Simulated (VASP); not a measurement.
# KAsH6 (P1) in VASP: single point with PBEsol

Aim: the single point of KAsH6 with PBEsol.

Everything below comes from runs of VASP 6.6.1. Logs are shortened: lines on timing, memory, paths and dates and some standing lists are left out, and cuts for length are marked.

### 1 The cell of the first run

The typed cell holds 8 atoms: a = 4.015 Å, b = 4.006 Å, c = 6.974 Å, α = 89.39°, β = 103.35°, γ = 90.95°.

### 2 Single point, PBEsol

Contents of INCAR:

```
SYSTEM = KAsH6
ALGO = Normal
EDIFF = 1E-7
ENCUT = 520
GGA = PS
ISIF = 2
ISMEAR = -1
LASPH = .True.
LCHARG = .False.
LREAL = .False.
LWAVE = .False.
NBANDS = 20
NELM = 80
PREC = Accurate
SIGMA = 0.05
```

Contents of KPOINTS:

```
k-points
0
Gamma
  6 6 4
  0 0 0
```

Contents of POSCAR:

```
KAsH6
1.0
    3.9924061725     -0.0318019900     -0.4283512169
   -0.0329166070      4.0055463718      0.0184772008
   -0.8770082471      0.0351464864      6.9185279433
K As H
1 1 6
Direct
   -0.1106957644      0.1552764679      0.0291303332
    0.1188130894     -0.2356432044      0.6360911742
    0.3840661026      0.6530509562      0.0015956578
    0.4935267158      0.3532514580      0.2889904407
    0.5175577291      0.1904863787      0.3508395730
    0.5017088717     -0.2164012062      0.6381565307
    0.0191737049      0.7654552024      0.4033251721
    0.1091486032      0.3811234702      0.6415849427
```

Potentials or basis: VASP PAW PBE potentials, release 64 (K_sv, As, H).

Run with:

```
cat potpaw_PBE.64/K_sv/POTCAR potpaw_PBE.64/As/POTCAR potpaw_PBE.64/H/POTCAR > POTCAR
mpirun -np 1 vasp_std > vasp.out
```

OUTCAR:

```text
SYSTEM = KAsH6
   EDIFF = 1E-7
   ENCUT = 520
   GGA = PS
   ISIF = 2
   ISMEAR = -1
   LASPH = .True.
   LREAL = .False.
   NELM = 80
   PREC = Accurate

 ion  position               nearest neighbor table
   1  0.889  0.155  0.029-
   2  0.119  0.764  0.636-   6 1.53   8 1.54   7 1.58
   3  0.384  0.653  0.002-
   4  0.494  0.353  0.289-   5 0.77
   5  0.518  0.190  0.351-   4 0.77
   6  0.502  0.784  0.638-   2 1.53
   7  0.019  0.765  0.403-   2 1.58
   8  0.109  0.381  0.642-   2 1.54

  LATTYP: Found a triclinic cell.
 ALAT       =     4.0154455765
 B/A-ratio  =     2.3264424720
 C/A-ratio  =     0.9975790130
 COS(alpha) =     0.0063053242
 COS(beta)  =     0.0165818710
 COS(gamma) =     0.6873046982

  Lattice vectors:

 A1 = (   3.9924061725,  -0.0318019900,  -0.4283512169)
 A2 = (   7.1078040979,  -0.0284574936,   6.0618255095)
 A3 = (   0.0329166070,  -4.0055463718,  -0.0184772008)

Analysis of symmetry for initial positions (statically):
=====================================================================
 Subroutine PRICEL returns:
 Original cell was already a primitive cell.

 Routine SETGRP: Setting up the symmetry group for a
 triclinic supercell.

 Subroutine GETGRP returns: Found  1 space group operations
 (whereof  1 operations were pure point group operations)
 out of a pool of  2 trial point group operations.

The static configuration has the point symmetry C_1 .

Analysis of symmetry for dynamics (positions and initial velocities):
=====================================================================
 Subroutine PRICEL returns:
 Original cell was already a primitive cell.

 Routine SETGRP: Setting up the symmetry group for a
 triclinic supercell.

 Subroutine GETGRP returns: Found  1 space group operations
 (whereof  1 operations were pure point group operations)
 out of a pool of  2 trial point group operations.

The dynamic configuration has the point symmetry C_1 .

 Subroutine INISYM returns: Found  1 space group operations
 (whereof  1 operations are pure point group operations),
 and found     1 'primitive' translations

----------------------------------------------------------------------------------------

                                     Primitive cell

  volume of cell :     109.1259

  direct lattice vectors                    reciprocal lattice vectors
     3.992406172 -0.031801990 -0.428351217     0.253943665  0.001938401  0.032180626
    -0.032916607  4.005546372  0.018477201     0.001878270  0.249674019 -0.001030263
    -0.877008247  0.035146486  6.918527943     0.015717559 -0.000546787  0.146534589

  length of vectors
     4.015445576  4.005724235  6.973980760     0.255981904  0.249683210  0.147376139

  position of ions in fractional coordinates (direct lattice)
     0.889304236  0.155276468  0.029130333
     0.118813089  0.764356796  0.636091174
     0.384066103  0.653050956  0.001595658
     0.493526716  0.353251458  0.288990441
     0.517557729  0.190486379  0.350839573
     0.501708872  0.783598794  0.638156531
     0.019173705  0.765455202  0.403325172
     0.109148603  0.381123470  0.641584943

  ion indices of the primitive-cell ions
   primitive index   ion index
                 1           1
                 2           2
                 3           3
                 4           4
                 5           5
                 6           6
                 7           7
                 8           8

----------------------------------------------------------------------------------------

 KPOINTS: k-points

Automatic generation of k-mesh.
 Grid dimensions read from file:
 generate k-points for:    6    6    4

 Generating k-lattice:

  Cartesian coordinates                     Fractional coordinates (reciprocal lattice)
     0.042323944  0.000323067  0.005363438     0.166666667  0.000000000 -0.000000000
     0.000313045  0.041612337 -0.000171711     0.000000000  0.166666667  0.000000000
     0.003929390 -0.000136697  0.036633647    -0.000000000  0.000000000  0.250000000

  Length of vectors
     0.042663651  0.041613868  0.036844035

  Shift w.r.t. Gamma in fractional coordinates (k-lattice)
     0.000000000  0.000000000  0.000000000

 Subroutine IBZKPT returns following result:
 ===========================================

 Found     76 irreducible k-points:

 Following reciprocal coordinates:
            Coordinates               Weight
  0.000000  0.000000  0.000000      1.000000
  0.166667  0.000000  0.000000      2.000000
  0.333333  0.000000 -0.000000      2.000000
  0.500000  0.000000 -0.000000      1.000000
  0.000000  0.166667  0.000000      2.000000
  0.166667  0.166667  0.000000      2.000000
[... 16 lines left out ...]
  0.333333  0.000000  0.250000      2.000000
  0.500000  0.000000  0.250000      2.000000
 [... further k-points ...]
   k-points           NKPTS =     76   k-points in BZ     NKDIM =     76   number of bands    NBANDS=     20
   number of dos      NEDOS =    301   number of ions     NIONS =      8
   total plane-waves  NPLWV =  48600
   dimension x,y,z NGX =    30 NGY =   30 NGZ =   54
   dimension x,y,z NGXF=    60 NGYF=   60 NGZF=  108
   ions per type =               1   1   6
   NGX,Y,Z   is equivalent  to a cutoff of  12.42, 12.45, 12.87 a.u.
   NGXF,Y,Z  is equivalent  to a cutoff of  24.84, 24.90, 25.75 a.u.
 SYSTEM =  KAsH6
   PREC   = accura    normal or accurate (medium, high low for compatibility)
   ISTART =      0    job   : 0-new  1-cont  2-samecut
   ICHARG =      2    charge: 1-file 2-atom 10-const
   ISPIN  =      1    spin polarized calculation?
   LNONCOLLINEAR =      F non collinear calculations
   LSORBIT =      F    spin-orbit coupling
   LASPH  =      T    aspherical Exc in radial PAW
   ENCUT  =  520.0 eV  38.22 Ry    6.18 a.u.   7.47  7.45 12.97*2*pi/ulx,y,z
   NELM   =     80;   NELMIN=  2; NELMDL= -5     # of ELM steps
   EDIFF  = 0.1E-06   stopping-criterion for ELM
   LREAL  =      F    real-space projection
   EDIFFG = 0.1E-05   stopping-criterion for IOM
   NSW    =      0    number of steps for IOM
   IBRION =     -1    ionic relax: 0-MD 1-quasi-New 2-CG
   NFREE  =      0    steps in history (QN), initial steepest desc. (CG)
   ISIF   =      2    stress and relaxation
   ISYM   =      2    0-nonsym 1-usesym 2-fastsym
   POTIM  = 0.5000    time-step for ionic-motion
   TEBEG  =    0.0;   TEEND  =   0.0 temperature during run
   PSTRESS=    0.0 pullay stress
   NELECT =      20.0000    total number of electrons
   NUPDOWN=      -1.0000    fix difference up-down
   EMIN   =  10.00;   EMAX   =-10.00  energy-range for DOS
   EFERMI =   0.00;   METHOD = LEGACY
   ISMEAR =    -1;   SIGMA  =   0.05  broadening in eV -4-tet -1-fermi 0-gaus
   EFERMI_NEDOS =   21; number of points for ismear=-14 and -15
   IALGO  =     38    algorithm
   IMIX   =      4    mixing-type and parameters
     AMIX     =   0.40;   BMIX     =  1.00
     AMIX_MAG =   1.60;   BMIX_MAG =  1.00
  volume/ion in A,a.u.               =      13.64        92.05
  Fermi-wavevector in a.u.,A,eV,Ry     =   0.929913  1.757280 11.765471  0.864738
  Thomas-Fermi vector in A             =   2.056246
   LORBIT       =      0    0 simple, 1 ext, 2 COOP (PROOUT), +10 PAW based schemes
   GGA     = PS    functional components
   LHFCALC =     F    Hartree Fock is set to
   AEXX    =    0.0000 exact exchange contribution
   IVDW    =     0    specifies the selected vdW correction
   LEPSILON=     F    determine dielectric tensor
   LRPA    =     F    only Hartree local field effects (RPA)
 non-spin polarized calculation
  energy-cutoff  :      520.00
  volume of cell :      109.13
 maximum number of plane-waves:      2970
 NGX is ok and might be reduce to    30
   NGX = 15   NGY = 15   NGZ = 25

 number of electron      19.9999998 magnetization

 Free energy of the ion-electron system (eV)
  ---------------------------------------------------
  ext. energy  EPLUGINS =         0.00000000
  ---------------------------------------------------
  free energy    TOTEN  =       -25.62462356 eV

  energy without entropy =      -25.62462356  energy(sigma->0) =      -25.62462356

 E-fermi :   0.5598     XC(G=0):  -7.6036

 val. band max:       -0.3093632908   @ k =  -0.0000   0.5000   0.5000
 cond. band min:       1.4811830069   @ k =  -0.0000  -0.0000   0.2500
 fundamental gap:      1.7905462977
 Fermi energy:         0.5597715308

 k-point     1 :       0.0000    0.0000    0.0000
  band No.  band energies     occupation
      1     -29.9579      2.00000
      2     -13.6506      2.00000
      3     -13.4060      2.00000
      4     -13.4006      2.00000
      5     -12.6939      2.00000
      6      -6.8657      2.00000
[... 12 lines left out ...]
     19       8.1099      0.00000
     20       8.3804      0.00000

 k-point     2 :       0.1667    0.0000    0.0000
  band No.  band energies     occupation
      1     -29.9551      2.00000
      2     -13.6383      2.00000
      3     -13.4620      2.00000
      4     -13.3964      2.00000
      5     -12.5843      2.00000
      6      -6.8452      2.00000
[... 12 lines left out ...]
     19       7.7684      0.00000
     20       7.9357      0.00000

 k-point     3 :       0.3333    0.0000   -0.0000
  band No.  band energies     occupation
      1     -29.9495      2.00000
      2     -13.6139      2.00000
      3     -13.5669      2.00000
      4     -13.3872      2.00000
      5     -12.3462      2.00000
      6      -6.8792      2.00000
[... 12 lines left out ...]
     19       7.6377      0.00000
     20       8.1460      0.00000

 k-point     4 :       0.5000    0.0000   -0.0000
  band No.  band energies     occupation
      1     -29.9467      2.00000
      2     -13.6171      2.00000
      3     -13.6014      2.00000
      4     -13.3826      2.00000
      5     -12.2129      2.00000
      6      -6.9923      2.00000
[... 429 lines left out ...]
 k-point    23 :       0.3333    0.0000    0.2500
  band No.  band energies     occupation
      1     -29.9495      2.00000
      2     -13.6256      2.00000
      3     -13.5646      2.00000
      4     -13.3870      2.00000
      5     -12.3303      2.00000
      6      -6.8751      2.00000
[... 12 lines left out ...]
     19       7.4212      0.00000
     20       8.2155      0.00000

 k-point    24 :       0.5000    0.0000    0.2500
  band No.  band energies     occupation
      1     -29.9467      2.00000
      2     -13.6197      2.00000
      3     -13.6024      2.00000
      4     -13.3826      2.00000
      5     -12.2067      2.00000
      6      -6.9875      2.00000
[... 12 lines left out ...]
     19       7.7016      0.00000
     20       8.5224      0.00000

 [... further k-points ...]
[... 5 lines left out ...]
  --------------------------------------------------------------------------------------
  -------------------------------------------------------------------------------------
  Total        0.1035485      0.0964274      0.0543365      0.0152824      0.0046261     -0.0088430
  in kB        1.5202904      1.4157393      0.7977636      0.2243746      0.0679196     -0.1298328
  external PRESSURE =       1.2445978 kB  Pullay stress =       0.0000000 kB

 VOLUME and BASIS-vectors are now :
 -----------------------------------------------------------------------------
  energy-cutoff  :      520.00
  volume of cell :      109.13
      direct lattice vectors                 reciprocal lattice vectors
     3.992406172 -0.031801990 -0.428351217     0.253943665  0.001938401  0.032180626
    -0.032916607  4.005546372  0.018477201     0.001878270  0.249674019 -0.001030263
    -0.877008247  0.035146486  6.918527943     0.015717559 -0.000546787  0.146534589

 POSITION                                       TOTAL-FORCE (eV/Angst)
 -----------------------------------------------------------------------------------
      3.51981      0.59471     -0.17653        -0.002104     -0.000759      0.000297
     -0.10867      3.08024      4.36404        -0.083365      0.096638      0.078152
      1.51045      2.60367     -0.14141         0.002977      0.000386      0.000235
      1.70528      1.40943      1.79451         0.004234      0.001702     -0.000133
      1.75234      0.75887      2.20912        -0.002232     -0.002529      0.002243
      1.41756      3.14521      4.21467         0.091954      0.005700     -0.007569
     -0.30237      3.07963      2.79635        -0.007767     -0.005209     -0.072040
     -0.13946      1.54569      4.39911        -0.003698     -0.095928     -0.001186
 -----------------------------------------------------------------------------------
    total drift:                               -0.000118      0.000363     -0.000045

  FREE ENERGIE OF THE ION-ELECTRON SYSTEM (eV)
  ---------------------------------------------------
  free  energy   TOTEN  =       -25.6246235630 eV

  energy  without entropy=      -25.6246235619  energy(sigma->0) =      -25.62462356
```

Run time: 80 s. Hardware: 1 thread of Intel Xeon 6975P-C (Granite Rapids), shared host; peak memory 0.31 GiB.

What came out:

| Quantity | Value |
| --- | --- |
| Free energy | -25.6246 eV |
| Pressure | 0.1 GPa |
| Largest force | 0.150 eV/Å |
| Band gap on the k mesh | 1.79 eV (least direct gap 2.33 eV) |

Forces in eV/Å, atoms in the order of the input:
```
K   -0.002 -0.001  0.000
As  -0.083  0.097  0.078
H    0.003  0.000  0.000
H    0.004  0.002  0.000
H   -0.002 -0.003  0.002
H    0.092  0.006 -0.008
H   -0.008 -0.005 -0.072
H   -0.004 -0.096 -0.001
```

Caveat: the PAW data sets were made with another functional, which shifts forces and pressure a little.
